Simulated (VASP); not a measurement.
# ZnO (P6_3mc) in VASP: notebook

Runs on ZnO. Level: LDA. Tasks: single point, relaxation of cell and atoms.

Program: VASP 6.6.1. These are calculated values, not measurements. Logs are shortened: lines on timing, memory, paths and dates and some standing lists are left out, and cuts for length are marked.

### Step 1. The cell of the first run

Symmetry: P6_3mc, No. 186, hexagonal system. Conventional cell: a = 3.249 Å, b = 3.249 Å, c = 5.204 Å, α = 90.00°, β = 90.00°, γ = 120.00°. Zn (site symmetry 3m) has 4 O at 1.97 to 1.99 Å within 2.6 Å. O (site symmetry 3m) has 4 Zn at 1.97 to 1.99 Å within 2.6 Å.

### Step 2. Single point, LDA

File INCAR:

```
PREC = Accurate
ENCUT = 520
EDIFF = 1E-7
ISMEAR = 0
SIGMA = 0.1
LREAL = F
LASPH = T
NELM = 60
ALGO = Normal
ISIF = 2
LWAVE = F
LCHARG = T
LELF = T
LVHAR = T
NBANDS = 26
```

File KPOINTS:

```
regular mesh
0
Gamma
  6 6 4
```

File POSCAR:

```
ZnO
1.0
    3.2494000000      0.0000000000      0.0000000000
   -1.6247000000      2.8140629500      0.0000000000
    0.0000000000      0.0000000000      5.2038000000
Zn O
2 2
Direct
    0.3333333300      0.6666666700      0.0000000000
    0.6666666700      0.3333333300      0.5000000000
    0.3333333300      0.6666666700      0.3830000000
    0.6666666700      0.3333333300      0.8830000000
```

Potentials or basis: VASP PAW LDA potentials, release 64 (Zn, O).

Run with:

```bash
cat potpaw_LDA.64/Zn/POTCAR potpaw_LDA.64/O/POTCAR > POTCAR
mpirun -np 1 vasp_std > vasp.out
```

OUTCAR:

```text
PREC = Accurate
   ENCUT = 520
   EDIFF = 1E-7
   ISMEAR = 0
   LREAL = F
   LASPH = T
   NELM = 60
   ISIF = 2

 ion  position               nearest neighbor table
   1  0.333  0.667  0.000-   4 1.97   4 1.97   4 1.97   3 1.99
   2  0.667  0.333  0.500-   3 1.97   3 1.97   3 1.97   4 1.99
   3  0.333  0.667  0.383-   2 1.97   2 1.97   2 1.97   1 1.99
   4  0.667  0.333  0.883-   1 1.97   1 1.97   1 1.97   2 1.99

  LATTYP: Found a hexagonal cell.
 ALAT       =     3.2494000000
 C/A-ratio  =     1.6014648858

  Lattice vectors:

 A1 = (   3.2494000000,   0.0000000000,   0.0000000000)
 A2 = (  -1.6247000000,   2.8140629500,   0.0000000000)
 A3 = (   0.0000000000,   0.0000000000,   5.2038000000)

Analysis of symmetry for initial positions (statically):
=====================================================================
 Subroutine PRICEL returns:
 Original cell was already a primitive cell.

 Routine SETGRP: Setting up the symmetry group for a
 hexagonal supercell.

 Subroutine GETGRP returns: Found 12 space group operations
 (whereof  6 operations were pure point group operations)
 out of a pool of 24 trial point group operations.

The static configuration has the point symmetry C_3v.
 The point group associated with its full space group is C_6v.

Analysis of symmetry for dynamics (positions and initial velocities):
=====================================================================
 Subroutine PRICEL returns:
 Original cell was already a primitive cell.

 Routine SETGRP: Setting up the symmetry group for a
 hexagonal supercell.

 Subroutine GETGRP returns: Found 12 space group operations
 (whereof  6 operations were pure point group operations)
 out of a pool of 24 trial point group operations.

The dynamic configuration has the point symmetry C_3v.
 The point group associated with its full space group is C_6v.

 Subroutine INISYM returns: Found 12 space group operations
 (whereof  6 operations are pure point group operations),
 and found     1 'primitive' translations

----------------------------------------------------------------------------------------

                                     Primitive cell

  volume of cell :      47.5836

  direct lattice vectors                    reciprocal lattice vectors
     3.249400000  0.000000000  0.000000000     0.307749123  0.177679039  0.000000000
    -1.624700000  2.814062950  0.000000000     0.000000000  0.355358078  0.000000000
     0.000000000  0.000000000  5.203800000     0.000000000  0.000000000  0.192167262

  length of vectors
     3.249400000  3.249400003  5.203800000     0.355358078  0.355358078  0.192167262

  position of ions in fractional coordinates (direct lattice)
     0.333333330  0.666666670  0.000000000
     0.666666670  0.333333330  0.500000000
     0.333333330  0.666666670  0.383000000
     0.666666670  0.333333330  0.883000000

  ion indices of the primitive-cell ions
   primitive index   ion index
                 1           1
                 2           2
                 3           3
                 4           4

----------------------------------------------------------------------------------------

 KPOINTS: regular mesh

Automatic generation of k-mesh.
 Grid dimensions read from file:
 generate k-points for:    6    6    4

 Generating k-lattice:

  Cartesian coordinates                     Fractional coordinates (reciprocal lattice)
     0.051291520  0.029613173  0.000000000     0.166666667  0.000000000  0.000000000
     0.000000000  0.059226346  0.000000000     0.000000000  0.166666667  0.000000000
     0.000000000  0.000000000  0.048041816     0.000000000  0.000000000  0.250000000

  Length of vectors
     0.059226346  0.059226346  0.048041816

  Shift w.r.t. Gamma in fractional coordinates (k-lattice)
     0.000000000  0.000000000  0.000000000

 Subroutine IBZKPT returns following result:
 ===========================================

 Found     21 irreducible k-points:

 Following reciprocal coordinates:
            Coordinates               Weight
  0.000000  0.000000  0.000000      1.000000
  0.166667  0.000000  0.000000      6.000000
  0.333333  0.000000  0.000000      6.000000
  0.500000  0.000000  0.000000      3.000000
  0.166667  0.166667  0.000000      6.000000
  0.333333  0.166667  0.000000     12.000000
[... 13 lines left out ...]
  0.333333  0.166667  0.500000     12.000000
  0.333333  0.333333  0.500000      2.000000
   k-points           NKPTS =     21   k-points in BZ     NKDIM =     21   number of bands    NBANDS=     26
   number of dos      NEDOS =    301   number of ions     NIONS =      4
   total plane-waves  NPLWV =  23040
   dimension x,y,z NGX =    24 NGY =   24 NGZ =   40
   dimension x,y,z NGXF=    48 NGYF=   48 NGZF=   80
   ions per type =               2   2
   NGX,Y,Z   is equivalent  to a cutoff of  12.28, 12.28, 12.78 a.u.
   NGXF,Y,Z  is equivalent  to a cutoff of  24.56, 24.56, 25.56 a.u.
 SYSTEM =  unknown system
[... 61 lines left out ...]
 fundamental gap:      0.7412061846
 Fermi energy:         1.2610944167

 k-point     1 :       0.0000    0.0000    0.0000
  band No.  band energies     occupation
      1     -16.9213      2.00000
      2     -16.1469      2.00000
      3      -4.9058      2.00000
      4      -4.9058      2.00000
      5      -4.8062      2.00000
      6      -4.7913      2.00000
[... 18 lines left out ...]
     25      14.7872      0.00000
     26      14.7872      0.00000

 k-point     2 :       0.1667    0.0000    0.0000
  band No.  band energies     occupation
      1     -16.7665      2.00000
      2     -16.0810      2.00000
      3      -5.0554      2.00000
      4      -4.8192      2.00000
      5      -4.7793      2.00000
      6      -4.6988      2.00000
[... 18 lines left out ...]
     25      14.7365      0.00000
     26      15.0178      0.00000

 k-point     3 :       0.3333    0.0000    0.0000
  band No.  band energies     occupation
      1     -16.4166      2.00000
      2     -15.9715      2.00000
      3      -5.2078      2.00000
      4      -4.8526      2.00000
      5      -4.6763      2.00000
      6      -4.4629      2.00000
[... 18 lines left out ...]
     25      14.1460      0.00000
     26      14.7834      0.00000

 k-point     4 :       0.5000    0.0000    0.0000
  band No.  band energies     occupation
      1     -16.1932      2.00000
      2     -15.9556      2.00000
      3      -5.1237      2.00000
      4      -4.9445      2.00000
      5      -4.6284      2.00000
      6      -4.2529      2.00000
[... 18 lines left out ...]
     25      13.9735      0.00000
     26      14.9174      0.00000

 k-point     5 :       0.1667    0.1667    0.0000
  band No.  band energies     occupation
      1     -16.5124      2.00000
      2     -15.9938      2.00000
      3      -5.1024      2.00000
      4      -4.8819      2.00000
      5      -4.6445      2.00000
      6      -4.6397      2.00000
[... 18 lines left out ...]
     25      13.2963      0.00000
     26      15.9000      0.00000

 k-point     6 :       0.3333    0.1667    0.0000
  band No.  band energies     occupation
      1     -16.2022      2.00000
      2     -15.9508      2.00000
      3      -5.0208      2.00000
      4      -4.7797      2.00000
      5      -4.6211      2.00000
      6      -4.4065      2.00000
[... 340 lines left out ...]
 k-point    18 :       0.5000    0.0000    0.5000
  band No.  band energies     occupation
      1     -16.0639      2.00000
      2     -16.0639      2.00000
      3      -5.3139      2.00000
      4      -5.3139      2.00000
      5      -4.4073      2.00000
      6      -4.4073      2.00000
[... 18 lines left out ...]
     25      14.4150      0.00000
     26      14.4150      0.00000

 k-point    19 :       0.1667    0.1667    0.5000
  band No.  band energies     occupation
      1     -16.2511      2.00000
      2     -16.2511      2.00000
      3      -5.2333      2.00000
      4      -5.2333      2.00000
      5      -4.6766      2.00000
      6      -4.6766      2.00000
[... 18 lines left out ...]
     25      14.1530      0.00000
     26      14.1530      0.00000

 k-point    20 :       0.3333    0.1667    0.5000
  band No.  band energies     occupation
      1     -16.0663      2.00000
      2     -16.0663      2.00000
      3      -5.1710      2.00000
      4      -5.1710      2.00000
      5      -4.5368      2.00000
      6      -4.5368      2.00000
[... 18 lines left out ...]
     25      14.8957      0.00000
     26      14.8957      0.00000

 k-point    21 :       0.3333    0.3333    0.5000
  band No.  band energies     occupation
      1     -16.0057      2.00000
      2     -16.0057      2.00000
      3      -4.9160      2.00000
      4      -4.9160      2.00000
      5      -4.6745      2.00000
      6      -4.6745      2.00000
[... 18 lines left out ...]
     25      16.4123      0.00000
     26      16.4133      0.00000

------------------------ aborting loop because EDIFF is reached ----------------------------------------

  FORCE on cell =-STRESS in cart. coord.  units (eV):
  Direction    XX          YY          ZZ          XY          YZ          ZX
  --------------------------------------------------------------------------------------
  -------------------------------------------------------------------------------------
  Total       -1.8157813     -1.8157813     -1.7475328      0.0000000     -0.0000000      0.0000000
  in kB      -61.1387484    -61.1387485    -58.8407674      0.0000000     -0.0000000      0.0000000
  external PRESSURE =     -60.3727548 kB  Pullay stress =       0.0000000 kB

 VOLUME and BASIS-vectors are now :
 -----------------------------------------------------------------------------
  energy-cutoff  :      520.00
  volume of cell :       47.58
      direct lattice vectors                 reciprocal lattice vectors
     3.249400000  0.000000000  0.000000000     0.307749123  0.177679039  0.000000000
    -1.624700000  2.814062950  0.000000000     0.000000000  0.355358078  0.000000000
     0.000000000  0.000000000  5.203800000     0.000000000  0.000000000  0.192167262

 POSITION                                       TOTAL-FORCE (eV/Angst)
 -----------------------------------------------------------------------------------
     -0.00000      1.87604      0.00000        -0.000000      0.000000      0.067747
      1.62470      0.93802      2.60190         0.000000     -0.000000      0.067747
     -0.00000      1.87604      1.99306         0.000000      0.000000     -0.067747
      1.62470      0.93802      4.59496        -0.000000     -0.000000     -0.067747
 -----------------------------------------------------------------------------------
    total drift:                               -0.000016      0.000008     -0.000316

  FREE ENERGIE OF THE ION-ELECTRON SYSTEM (eV)
  ---------------------------------------------------
  free  energy   TOTEN  =       -21.1196423458 eV

  energy  without entropy=      -21.1196423446  energy(sigma->0) =      -21.11964235
```

It took 58 s on 1 thread of Intel Xeon 8259CL, shared host; peak memory 0.15 GiB.

What came out:

| Item | Value |
| --- | --- |
| Free energy | -21.1196 eV |
| Pressure | -6.0 GPa |
| Largest force | 0.068 eV/Å |
| Band gap on the k mesh | 0.74 eV |

Forces in eV/Å, atoms in the order of the input:
```
Zn   0.000  0.000  0.068
Zn   0.000  0.000  0.068
O    0.000  0.000 -0.068
O    0.000  0.000 -0.068
```

Levels at points of the mesh, in eV from the valence-band top:
```csv
k point,band 15,band 16,band 17,band 18,band 19,band 20,band 21,band 22
"(0.00, 0.00, 0.00)",-0.79,-0.10,0.00,0.00,0.74,5.06,8.11,12.63
"(0.50, 0.00, 0.00)",-2.86,-2.30,-1.29,-0.88,5.68,6.70,7.48,8.33
"(0.00, 0.00, 0.50)",-0.39,-0.39,-0.39,-0.39,3.39,3.39,9.89,9.89
"(0.50, 0.00, 0.50)",-1.55,-1.55,-1.36,-1.36,5.58,5.58,8.30,8.30
```

Caveat: the cell stands under tension; semilocal functionals underestimate gaps, and a narrow one can read as zero.

### Step 3. Single point, LDA

This run uses another cell than the first one, of 11.33 Å³/atom.

File INCAR:

```
SYSTEM = ZnO
  ALGO = Normal
  EDIFF = 1E-6
  ENCUT = 520
  GGA = CA
  ISIF = 2
  ISMEAR = 0
  LASPH = .True.
  LCHARG = .False.
  LREAL = .False.
  LWAVE = .False.
  NBANDS = 26
  NELM = 100
  PREC = Accurate
  SIGMA = 0.02
```

File KPOINTS:

```
k-points
0
Gamma
  9 9 6
  0 0 0
```

File POSCAR:

```
ZnO
1.0
    3.1873714852      0.0000000000      0.0000000000
   -1.5936857426      2.7603446775      0.0000000000
    0.0000000000      0.0000000000      5.1527901460
Zn O
2 2
Direct
    0.3333333333      0.6666666667      0.0022836070
    0.6666666667      0.3333333333      0.5022836070
    0.3333333333      0.6666666667      0.3807163930
    0.6666666667      0.3333333333      0.8807163930
```

Potentials or basis: VASP PAW LDA potentials, release 64 (Zn, O).

Run with:

```bash
cat potpaw_LDA.64/Zn/POTCAR potpaw_LDA.64/O/POTCAR > POTCAR
mpirun -np 1 vasp_std > vasp.out
```

Wall time 2.2 min (1 thread of Intel Xeon 8259CL, shared host); peak memory 0.17 GiB.

Results (log left out):

| Property | Result |
| --- | --- |
| Free energy | -21.1568 eV |
| Pressure | 1.1 GPa |
| Band gap on the k mesh | 0.81 eV |

Levels at points of the mesh, in eV from the valence-band top:
| k point | band 15 | band 16 | band 17 | band 18 | band 19 | band 20 | band 21 | band 22 |
| --- | --- | --- | --- | --- | --- | --- | --- | --- |
| (0.00, 0.00, 0.00) | -0.86 | -0.10 | 0.00 | 0.00 | 0.81 | 5.29 | 8.20 | 12.96 |
| (0.00, 0.00, 0.50) | -0.43 | -0.43 | -0.43 | -0.43 | 3.49 | 3.49 | 10.05 | 10.05 |

As with any semilocal functional, this LDA gap is likely too small.

### Step 4. Single point, LDA

This run uses another cell than the first one, of 11.33 Å³/atom.

File INCAR:

```
PREC     = Accurate       # precision mode
ENCUT    = 520            # plane-wave cutoff, eV
EDIFF    = 1E-6           # SCF threshold, eV
ISMEAR   = 0              # smearing method
SIGMA    = 0.01           # smearing width, eV
LREAL    = F              # projectors in reciprocal space
LASPH    = T              # aspherical terms in the spheres
NELM     = 80             # most SCF steps
ALGO     = Normal         # electronic algorithm
ISIF     = 2              # what is computed and relaxed
LWAVE    = F              # write WAVECAR
LCHARG   = T              # write CHGCAR
LELF     = T              # ELF
LVHAR    = T            
NBANDS   = 26             # bands
```

File KPOINTS:

```
Automatic mesh
0
Gamma
  12 12 8
```

File POSCAR:

```
ZnO
1.0
    3.1873101969      0.0000000000      0.0000000000
   -1.5936550984      2.7602916002      0.0000000000
    0.0000000000      0.0000000000      5.1528652202
Zn O
2 2
Direct
    0.3333333333      0.6666666667      0.0022872034
    0.6666666667      0.3333333333      0.5022872034
    0.3333333333      0.6666666667      0.3807127966
    0.6666666667      0.3333333333      0.8807127966
```

Run with:

```bash
cat potpaw_LDA.64/Zn/POTCAR potpaw_LDA.64/O/POTCAR > POTCAR
mpirun -np 1 vasp_std > vasp.out
```

Run time: 3 min. Hardware: 1 thread of Intel Xeon 8259CL, shared host; peak memory 0.21 GiB.

The run converged. Its results:

- Free energy: -21.1569 eV
- Pressure: 1.1 GPa
- Band gap on the k mesh: 0.81 eV

Levels at points of the mesh, in eV from the valence-band top:
```csv
k point,band 14,band 15,band 16,band 17,band 18,band 19,band 20,band 21,band 22,band 23
"(0.00, 0.00, 0.00)",-0.86,-0.86,-0.10,0.00,0.00,0.81,5.29,8.20,12.96,12.96
"(0.50, 0.00, 0.00)",-3.77,-3.03,-2.45,-1.41,-0.91,5.89,6.77,7.45,8.71,10.66
"(0.00, 0.00, 0.50)",-2.33,-0.43,-0.43,-0.43,-0.43,3.49,3.49,10.05,10.05,13.27
"(0.50, 0.00, 0.50)",-3.93,-1.63,-1.63,-1.50,-1.50,5.64,5.64,8.58,8.58,11.30
```

### Step 5. Relaxation of cell and atoms, LDA

This run uses another cell than the first one, of 11.33 Å³/atom.

File INCAR:

```
PREC = Accurate
ENCUT = 600
EDIFF = 1E-7
ISMEAR = 0
SIGMA = 0.01
LREAL = F
LASPH = T
NELM = 60
ALGO = Normal
ISIF = 3
LWAVE = F
LCHARG = F
IBRION = 2
NSW = 80
EDIFFG = -0.001
```

KPOINTS is that of step 4.

File POSCAR:

```
ZnO
1.0
    3.1873714852      0.0000000000      0.0000000000
   -1.5936857426      2.7603446775      0.0000000000
    0.0000000000      0.0000000000      5.1527901460
Zn O
2 2
Direct
    0.3333333333      0.6666666667      0.0022836070
    0.6666666667      0.3333333333      0.5022836070
    0.3333333333      0.6666666667      0.3807163930
    0.6666666667      0.3333333333      0.8807163930
```

Run with:

```bash
cat potpaw_LDA.64/Zn/POTCAR potpaw_LDA.64/O/POTCAR > POTCAR
mpirun -np 1 vasp_std > vasp.out
```

Run time: 6.1 min. Hardware: 1 thread of Intel Xeon 8259CL, shared host; peak memory 0.23 GiB.

The run converged. Its results:

| Property | Result |
| --- | --- |
| Free energy | -21.1628 eV |
| Relaxed volume | 11.41 Å³/atom |
| Relaxed cell | a = 3.194 Å, b = 3.194 Å, c = 5.164 Å, α = 90.00°, β = 90.00°, γ = 120.00° |
| Space group after relaxing (to 0.1 Å) | P6_3mc (No. 186) |
| Energy gained by relaxing | 0.2 meV/atom |
| Ionic steps | 3 |
| Pressure after relaxing | 0.0 GPa |
| Band gap on the k mesh | 0.80 eV |

Step by step:
```csv
step,energy change (eV),largest force (eV/Å),pressure (GPa),volume (Å³)
1,0.0000,0.0013,1.05,45.34
2,-0.0005,0.0006,-0.68,45.82
3,-0.0009,0.0001,-0.01,45.63
```

Final structure:
```
Zn O
1.0
     3.19417    0.00000    0.00000
    -1.59709    2.76623    0.00000
     0.00000    0.00000    5.16385
Zn O
2 2
Direct
  0.33333 0.66667 0.00229
  0.66667 0.33333 0.50229
  0.33333 0.66667 0.38071
  0.66667 0.33333 0.88071
```

Levels at points of the mesh, in eV from the valence-band top:
```
           k point  band 16  band 17  band 18  band 19  band 20  band 21
(0.00, 0.00, 0.00)    -0.10     0.00     0.00     0.80     5.27     8.18
(0.50, 0.00, 0.00)    -2.43    -1.39    -0.90     5.86     6.77     7.44
(0.00, 0.00, 0.50)    -0.42    -0.42    -0.42     3.48     3.48    10.03
(0.50, 0.00, 0.50)    -1.61    -1.49    -1.49     5.63     5.63     8.54
```

Caveat: semilocal functionals underestimate gaps, and a narrow one can read as zero. A k mesh can miss the band edges.

### Step 6. Summary

```csv
task,cell,k mesh,cutoff (eV),smearing,gap on the mesh (eV),pressure (GPa)
single point,"a = 3.249, b = 3.249, c = 5.204 Å, angles 90.0, 90.0, 120.0°, 4 atoms, atomic positions A",6 × 6 × 4,520,gaussian 0.1 eV,0.74,-6.0
single point,"a = 3.187, b = 3.187, c = 5.153 Å, angles 90.0, 90.0, 120.0°, 4 atoms, atomic positions B",9 × 9 × 6,520,gaussian 0.02 eV,0.81,1.1
single point,"a = 3.187, b = 3.187, c = 5.153 Å, angles 90.0, 90.0, 120.0°, 4 atoms, atomic positions B",12 × 12 × 8,520,gaussian 0.01 eV,0.81,1.1
relaxation of cell and atoms,"relaxed from a = 3.187, b = 3.187, c = 5.153 Å, angles 90.0, 90.0, 120.0°, 4 atoms, atomic positions B",12 × 12 × 8,600,gaussian 0.01 eV,0.80,0.0
```

Alike in all rows: level LDA; potentials or basis VASP PAW LDA potentials, release 64 (Zn, O); no spin polarisation.

Caveats: semilocal functionals underestimate gaps, and a narrow one can read as zero (at least some runs); the cell stands under tension (at least some runs).

Total energies depend on the potentials used, so only differences within one code and one set of settings carry meaning.
